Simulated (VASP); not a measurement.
# TiB2 (P6/mmm) in VASP: notebook, part 3 of 3

VASP 6.6.1. Earlier steps stand in the parts before.

## (5) Density of states, LDA+U

Contents of POSCAR:

```
TiB2
1.0
    3.0292000000      0.0000000000      0.0000000000
   -1.5146000000      2.6233641531      0.0000000000
    0.0000000000      0.0000000000      3.2284000000
Ti B
1 2
Direct
    0.0000000000      0.0000000000      0.0000000000
    0.6666666667      0.3333333333      0.5000000000
    0.3333333333      0.6666666667      0.5000000000
```

Contents of INCAR.step1:

```
SYSTEM = TiB2
  ALGO = Normal
  EDIFF = 1E-7
  ENCUT = 520
  ISIF = 2
  ISMEAR = -1
  LASPH = .True.
  LCHARG = .True.
  LDAU = .True.
  LDAUJ = 0 0
  LDAUL = 2 -1
  LDAUPRINT = 1
  LDAUTYPE = 2
  LDAUU = 1 0
  LMAXMIX = 4
  LREAL = .False.
  LWAVE = .False.
  NBANDS = 16
  NELM = 150
  PREC = Accurate
  SIGMA = 0.05
```

Contents of KPOINTS.step1:

```
k-points
0
Gamma
  10 10 8
  0 0 0
```

Contents of INCAR.step2:

```
SYSTEM = TiB2
  ALGO = Normal
  EDIFF = 1E-7
  ENCUT = 520
  ICHARG = 11
  ISIF = 2
  ISMEAR = -5
  LASPH = .True.
  LCHARG = .False.
  LDAU = .True.
  LDAUJ = 0 0
  LDAUL = 2 -1
  LDAUPRINT = 1
  LDAUTYPE = 2
  LDAUU = 1 0
  LMAXMIX = 4
  LORBIT = 11
  LREAL = .False.
  LWAVE = .False.
  NEDOS = 1001
  NELM = 150
  PREC = Accurate
  SIGMA = 0.05
```

Contents of KPOINTS.step2:

```
k-points
0
Gamma
  15 15 12
  0 0 0
```

Potentials or basis: VASP PAW LDA potentials, release 64 (Ti_sv, B).

Launch:

```console
$ cat potpaw_LDA.64/Ti_sv/POTCAR potpaw_LDA.64/B/POTCAR > POTCAR
$ cp INCAR.step1 INCAR
$ cp KPOINTS.step1 KPOINTS
$ mpirun -np 1 vasp_std > vasp.out
$ cp INCAR.step2 INCAR
$ cp KPOINTS.step2 KPOINTS
$ mpirun -np 1 vasp_std > vasp.out
```

OUTCAR:

```text
SYSTEM = TiB2
   EDIFF = 1E-7
   ENCUT = 520
   ICHARG = 11
   ISIF = 2
   ISMEAR = -5
   LASPH = .True.
   LORBIT = 11
   LREAL = .False.
   NELM = 150
   PREC = Accurate

 ion  position               nearest neighbor table
   1  0.000  0.000  0.000-   2 2.38   3 2.38   2 2.38   3 2.38   3 2.38   3 2.38   2 2.38   2 2.38
                             2 2.38   2 2.38   3 2.38   3 2.38
   2  0.667  0.333  0.500-   3 1.75   3 1.75   3 1.75   1 2.38   1 2.38   1 2.38   1 2.38   1 2.38
                             1 2.38
   3  0.333  0.667  0.500-   2 1.75   2 1.75   2 1.75   1 2.38   1 2.38   1 2.38   1 2.38   1 2.38
                             1 2.38

  LATTYP: Found a hexagonal cell.
 ALAT       =     3.0292000000
 C/A-ratio  =     1.0657599366

  Lattice vectors:

 A1 = (   3.0292000000,   0.0000000000,   0.0000000000)
 A2 = (  -1.5146000000,   2.6233641531,   0.0000000000)
 A3 = (   0.0000000000,   0.0000000000,   3.2284000000)

Analysis of symmetry for initial positions (statically):
=====================================================================
 Subroutine PRICEL returns:
 Original cell was already a primitive cell.

 Routine SETGRP: Setting up the symmetry group for a
 hexagonal supercell.

 Subroutine GETGRP returns: Found 24 space group operations
 (whereof 24 operations were pure point group operations)
 out of a pool of 24 trial point group operations.

The static configuration has the point symmetry D_6h.

Analysis of symmetry for dynamics (positions and initial velocities):
=====================================================================
 Subroutine PRICEL returns:
 Original cell was already a primitive cell.

 Routine SETGRP: Setting up the symmetry group for a
 hexagonal supercell.

 Subroutine GETGRP returns: Found 24 space group operations
 (whereof 24 operations were pure point group operations)
 out of a pool of 24 trial point group operations.

The dynamic configuration has the point symmetry D_6h.

 Subroutine INISYM returns: Found 24 space group operations
 (whereof 24 operations are pure point group operations),
 and found     1 'primitive' translations

----------------------------------------------------------------------------------------

                                     Primitive cell

  volume of cell :      25.6551

  direct lattice vectors                    reciprocal lattice vectors
     3.029200000  0.000000000  0.000000000     0.330120164  0.190594965  0.000000000
    -1.514600000  2.623364153  0.000000000     0.000000000  0.381189931  0.000000000
     0.000000000  0.000000000  3.228400000     0.000000000  0.000000000  0.309750960

  length of vectors
     3.029200000  3.029200000  3.228400000     0.381189931  0.381189931  0.309750960

  position of ions in fractional coordinates (direct lattice)
     0.000000000  0.000000000  0.000000000
     0.666666667  0.333333333  0.500000000
     0.333333333  0.666666667  0.500000000

  ion indices of the primitive-cell ions
   primitive index   ion index
                 1           1
[... 108 lines left out ...]
   IVDW    =     0    specifies the selected vdW correction
   LEPSILON=     F    determine dielectric tensor
   LRPA    =     F    only Hartree local field effects (RPA)
 non-spin polarized calculation
 Fermi weights with tetrahedron method with Bloechl corrections
  energy-cutoff  :      520.00
  volume of cell :       25.66
 maximum number of plane-waves:       721
 NGX is ok and might be reduce to    24

atom =   1  type =  1  l = 2

 onsite density matrix

spin component  1

  0.2114  0.0000  0.0000 -0.0000  0.0000
  0.0000  0.2143  0.0000 -0.0000 -0.0000
  0.0000  0.0000  0.1786  0.0000 -0.0000
 -0.0000 -0.0000  0.0000  0.2143  0.0000
  0.0000 -0.0000 -0.0000  0.0000  0.2114

spin component  2

  0.2114  0.0000  0.0000 -0.0000  0.0000
  0.0000  0.2143  0.0000 -0.0000 -0.0000
  0.0000  0.0000  0.1786  0.0000 -0.0000
 -0.0000 -0.0000  0.0000  0.2143  0.0000
  0.0000 -0.0000 -0.0000  0.0000  0.2114

 occupancies and eigenvectors

  o =  0.1786  v =  0.0000  0.0000 -1.0000  0.0000 -0.0000  0.0000  0.0000  0.0000  0.0000  0.0000      0.0000  0.0000  0.0000  0.0000  0.0000  0.0000  0.0000  0.0000  0.0000  0.0000
  o =  0.1786  v =  0.0000  0.0000  0.0000  0.0000  0.0000  0.0000  0.0000 -1.0000  0.0000 -0.0000      0.0000  0.0000  0.0000  0.0000  0.0000  0.0000  0.0000  0.0000  0.0000  0.0000
  o =  0.2114  v =  0.0000 -0.0000 -0.0000  0.0000  1.0000  0.0000  0.0000  0.0000  0.0000  0.0000      0.0000  0.0000  0.0000  0.0000  0.0000  0.0000  0.0000  0.0000  0.0000  0.0000
  o =  0.2114  v =  0.0000  0.0000  0.0000  0.0000  0.0000  0.0000 -0.0000 -0.0000  0.0000  1.0000      0.0000  0.0000  0.0000  0.0000  0.0000  0.0000  0.0000  0.0000  0.0000  0.0000
  o =  0.2114  v =  1.0000  0.0000  0.0000  0.0000  0.0000  0.0000  0.0000  0.0000  0.0000  0.0000      0.0000  0.0000  0.0000  0.0000  0.0000  0.0000  0.0000  0.0000  0.0000  0.0000
  o =  0.2114  v =  0.0000  0.0000  0.0000  0.0000  0.0000  1.0000  0.0000  0.0000  0.0000  0.0000      0.0000  0.0000  0.0000  0.0000  0.0000  0.0000  0.0000  0.0000  0.0000  0.0000
  o =  0.2143  v =  0.0000  0.0000  0.0000  0.0000  0.0000  0.0000 -1.0000 -0.0000 -0.0000 -0.0000      0.0000  0.0000  0.0000  0.0000  0.0000  0.0000  0.0000  0.0000  0.0000  0.0000
  o =  0.2143  v =  0.0000 -1.0000 -0.0000 -0.0000 -0.0000  0.0000  0.0000  0.0000  0.0000  0.0000      0.0000  0.0000  0.0000  0.0000  0.0000  0.0000  0.0000  0.0000  0.0000  0.0000
  o =  0.2143  v =  0.0000  0.0000  0.0000  0.0000  0.0000  0.0000 -0.0000  0.0000  1.0000 -0.0000      0.0000  0.0000  0.0000  0.0000  0.0000  0.0000  0.0000  0.0000  0.0000  0.0000
  o =  0.2143  v =  0.0000 -0.0000  0.0000  1.0000 -0.0000  0.0000  0.0000  0.0000  0.0000  0.0000      0.0000  0.0000  0.0000  0.0000  0.0000  0.0000  0.0000  0.0000  0.0000  0.0000

 number of electron      18.0000002 magnetization

 Free energy of the ion-electron system (eV)
  ---------------------------------------------------
  ext. energy  EPLUGINS =         0.00000000
  ---------------------------------------------------
  free energy    TOTEN  =       -26.06077965 eV

  energy without entropy =      -26.06077965  energy(sigma->0) =      -26.06077965

 E-fermi :  10.1326     XC(G=0): -12.9553

 val. band max:       10.1282645600   @ k =   0.0667   0.0000   0.3333
 cond. band min:       9.9900509299   @ k =   0.4000   0.2000   0.0000
 fundamental gap:     -0.1382136301
 Fermi energy:        10.1326133135

 k-point     1 :       0.0000    0.0000    0.0000
  band No.  band energies     occupation
      1     -46.4809      2.00000
      2     -23.2105      2.00000
      3     -22.8942      2.00000
      4     -22.8941      2.00000
      5      -3.3421      2.00000
      6       7.4243      2.00000
      7       7.4243      2.00000
      8       7.6916      2.00000
      9       7.9302      2.00000
     10      11.9366      0.00000
     11      11.9366      0.00000
     12      13.6661      0.00000
     13      13.6661      0.00000
[... 354 lines left out ...]
  band No.  band energies     occupation
      1     -46.4190      2.00000
      2     -23.2580      2.00000
      3     -23.1342      2.00000
      4     -23.0808      2.00000
      5       1.2493      2.00000
      6       1.3006      2.00000
      7       4.2121      2.00000
      8       7.3171      2.00000
      9       9.4312      2.00000
     10       9.9901      0.59221
     11      12.0280      0.00000
     12      12.7297      0.00000
     13      15.7001      0.00000

 [... further k-points ...]
[... 5 lines left out ...]
  --------------------------------------------------------------------------------------
  -------------------------------------------------------------------------------------
  Total       -1.3315634     -1.3315634     -1.4080628      0.0000000     -0.0000000     -0.0000000
  in kB      -83.1569526    -83.1569526    -87.9343870      0.0000000     -0.0000000     -0.0000000
  external PRESSURE =     -84.7494307 kB  Pullay stress =       0.0000000 kB

 VOLUME and BASIS-vectors are now :
 -----------------------------------------------------------------------------
  energy-cutoff  :      520.00
  volume of cell :       25.66
      direct lattice vectors                 reciprocal lattice vectors
     3.029200000  0.000000000  0.000000000     0.330120164  0.190594965  0.000000000
    -1.514600000  2.623364153  0.000000000     0.000000000  0.381189931  0.000000000
     0.000000000  0.000000000  3.228400000     0.000000000  0.000000000  0.309750960

 POSITION                                       TOTAL-FORCE (eV/Angst)
 -----------------------------------------------------------------------------------
      0.00000      0.00000      0.00000        -0.000000      0.000000      0.000000
      1.51460      0.87445      1.61420         0.000000      0.000000      0.000000
     -0.00000      1.74891      1.61420        -0.000000      0.000000      0.000000
 -----------------------------------------------------------------------------------
    total drift:                               -0.000000      0.000000     -0.000000

  FREE ENERGIE OF THE ION-ELECTRON SYSTEM (eV)
  ---------------------------------------------------
  free  energy   TOTEN  =       -26.0607796538 eV

  energy  without entropy=      -26.0607796538  energy(sigma->0) =      -26.06077965

 total charge

# of ion       s       p       d       tot
------------------------------------------
    1        2.181   6.216   2.033  10.429
    2        0.681   1.335   0.000   2.017
    3        0.681   1.335   0.000   2.017
--------------------------------------------------
tot          3.544   8.886   2.033  14.463
```

Run time: 72 s. Hardware: 1 thread of Intel Xeon 8259CL, shared host; peak memory 0.18 GiB.

What came out:

```yaml
Valence_electrons_inside_the_program's_atomic_spheres: Ti 10.43; B 2.02
```

Levels at points of the mesh, in eV from the Fermi level:
| k point | band 6 | band 7 | band 8 | band 9 | band 10 | band 11 | band 12 | band 13 |
| --- | --- | --- | --- | --- | --- | --- | --- | --- |
| (0.00, 0.00, 0.00) | -2.71 | -2.71 | -2.44 | -2.20 | 1.80 | 1.80 | 3.53 | 3.53 |
| (0.00, 0.00, 0.50) | -7.72 | -0.68 | -0.68 | -0.27 | -0.27 | 0.34 | 0.34 | 1.56 |

Eigenvalues of the final occupation matrices:
```tsv
site	spin	trace	eigenvalues
site 1 d	1	1.03	0.18 0.21 0.21 0.21 0.21
site 1 d	2	1.03	0.18 0.21 0.21 0.21 0.21
```

Caveat: U without spin polarisation on a metal has little footing; the U is typed as a test and isn't derived for this compound; tetrahedron occupations give inexact forces and stress in metals.

## (6) Density of states, LDA+U

POSCAR is that of step 5.

Contents of INCAR.step1:

```
  PREC = Accurate
  ENCUT = 520
  EDIFF = 1E-6
  ISMEAR = -1
  SIGMA = 0.05
  LREAL = False
  LASPH = True
  NELM = 150
  ALGO = Normal
  ISIF = 2
  LWAVE = False
  LCHARG = True
  LMAXMIX = 4
  LDAU = True
  LDAUTYPE = 2
  LDAUL = 2 -1
  LDAUU = 6 0
  LDAUJ = 0 0
  LDAUPRINT = 1
  GGA = CA
  NBANDS = 16
```

Contents of KPOINTS.step1:

```
regular mesh
0
Gamma
  10 10 8
```

Contents of INCAR.step2:

```
  PREC = Accurate
  ENCUT = 520
  EDIFF = 1E-6
  ISMEAR = -5
  SIGMA = 0.05
  LREAL = False
  LASPH = True
  NELM = 150
  ALGO = Normal
  ISIF = 2
  LWAVE = False
  LCHARG = False
  LMAXMIX = 4
  LDAU = True
  LDAUTYPE = 2
  LDAUL = 2 -1
  LDAUU = 6 0
  LDAUJ = 0 0
  LDAUPRINT = 1
  GGA = CA
  LORBIT = 11
  NEDOS = 1001
  ICHARG = 11
```

Contents of KPOINTS.step2:

```
regular mesh
0
Gamma
  15 15 12
```

Potentials or basis: VASP PAW LDA potentials, release 64 (Ti_sv, B).

Launch:

```console
$ cat potpaw_LDA.64/Ti_sv/POTCAR potpaw_LDA.64/B/POTCAR > POTCAR
$ cp INCAR.step1 INCAR
$ cp KPOINTS.step1 KPOINTS
$ mpirun -np 1 vasp_std > vasp.out
$ cp INCAR.step2 INCAR
$ cp KPOINTS.step2 KPOINTS
$ mpirun -np 1 vasp_std > vasp.out
```

It took 68 s on 1 thread of Intel Xeon 8259CL, shared host; peak memory 0.18 GiB.

The run converged. Its results:

```
Valence electrons inside the program's atomic spheres : Ti 10.29; B 2.04
```

Levels at points of the mesh, in eV from the Fermi level:
```tsv
k point	band 6	band 7	band 8	band 9	band 10	band 11	band 12	band 13
(0.00, 0.00, 0.00)	-2.96	-2.90	-2.90	-2.21	1.92	1.92	3.47	3.47
(0.00, 0.00, 0.50)	-8.31	-1.04	-1.04	-0.26	-0.26	0.40	0.40	1.76
```

Eigenvalues of the final occupation matrices:
```
    site  spin  trace               eigenvalues
site 1 d     1   0.94  0.16 0.19 0.19 0.20 0.20
site 1 d     2   0.94  0.16 0.19 0.19 0.20 0.20
```

Caveat: U without spin polarisation on a metal has little footing; the U is typed as a test and isn't derived for this compound; tetrahedron occupations give inexact forces and stress in metals.
